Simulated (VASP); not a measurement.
Set up this calculation in VASP 6.6.1, as the native input.

| Property | Result |
| --- | --- |
| Task | single point |
| Functional | PBEsol |
| Potentials or basis | VASP PAW PBE potentials, release 64 (Ga_d, Al, As) |
| Cutoff | 520 eV |
| k mesh | 2 × 2 × 2 |
| Occupations | gaussian, width 0.02 eV |
| Spin | no spin polarisation |
| Dipole correction | no |
| Further INCAR settings | LREAL = Auto; ALGO = Normal; EDIFF = 1e-06; NBANDS = 48 |

The structure of Al6GaAs8 (a cell with a defect) lies in POSCAR:

```
Al6GaAs8
1.0
    0.0000000000      5.6758016010     -5.6758016010
    5.6758016010      5.6758016010      0.0000000000
    5.6758016010      0.0000000000     -5.6758016010
Ga Al As
1 6 8
Direct
    0.5037306976     -0.5037306976      0.5037306976
    0.0032755726     -0.0012816692      0.4971622862
    0.0032755726      0.5008437045      0.4971622862
    0.4971622862     -0.0012816692      0.0032755726
    0.4971622862      0.5008437045      0.0032755726
   -0.0037868660      0.0037868660     -0.0037868660
   -0.0003000457      0.5003000809     -0.0003000457
    0.1228806165      0.1254272172      0.1228806165
    0.1228806165      0.6288114439      0.1228806165
    0.6184841802      0.1251147503      0.1312862134
    0.6243726876      0.6236772792      0.1282727183
    0.1312862134      0.1251147503      0.6184841802
    0.1282727183      0.6236772792      0.6243726876
    0.6256517140      0.1197180676      0.6256517140
    0.6256517140      0.6289786449      0.6256517140
```

These files were run (other wordings do the same):

INCAR

```
SYSTEM = Al6GaAs8
PREC     = Accurate       ! precision mode
ENCUT    = 520            ! plane-wave cutoff, eV
EDIFF    = 1E-6           ! SCF threshold, eV
ISMEAR   = 0              ! smearing method
SIGMA    = 0.02           ! smearing width, eV
LREAL    = Auto         
LASPH    = .TRUE.         ! aspherical terms in the spheres
NELM     = 80             ! most SCF steps
ALGO     = Normal         ! electronic algorithm
ISIF     = 2              ! what is computed and relaxed
LWAVE    = .FALSE.        ! write WAVECAR
LCHARG   = .FALSE.        ! write CHGCAR
GGA      = PS             ! functional
NBANDS   = 48             ! bands
```

KPOINTS

```
regular mesh
0
G
  2 2 2
  0 0 0
```

Potentials or basis: VASP PAW PBE potentials, release 64 (Ga_d, Al, As).

The run is started by

```sh
$ cat potpaw_PBE.64/Ga_d/POTCAR potpaw_PBE.64/Al/POTCAR potpaw_PBE.64/As/POTCAR > POTCAR
$ mpirun -np 1 vasp_std > vasp.out
```

It gave:

| Item | Value |
| --- | --- |
| Pressure | -1.1 GPa |
| Largest force | 0.019 eV/Å |
| Band gap on the k mesh | zero (an odd number of electrons rules out a gap without spin polarisation) |

Caveat: the k points lie up to 0.48 Å⁻¹ apart, too coarse for converged energies and pressures of a metal; the PAW data sets were made with another functional, which shifts forces and pressure a little.

Run time: 68 s on 1 thread of Intel(R) Xeon(R) 6975P-C (Granite Rapids) (shared host), peak memory 0.48 GiB.
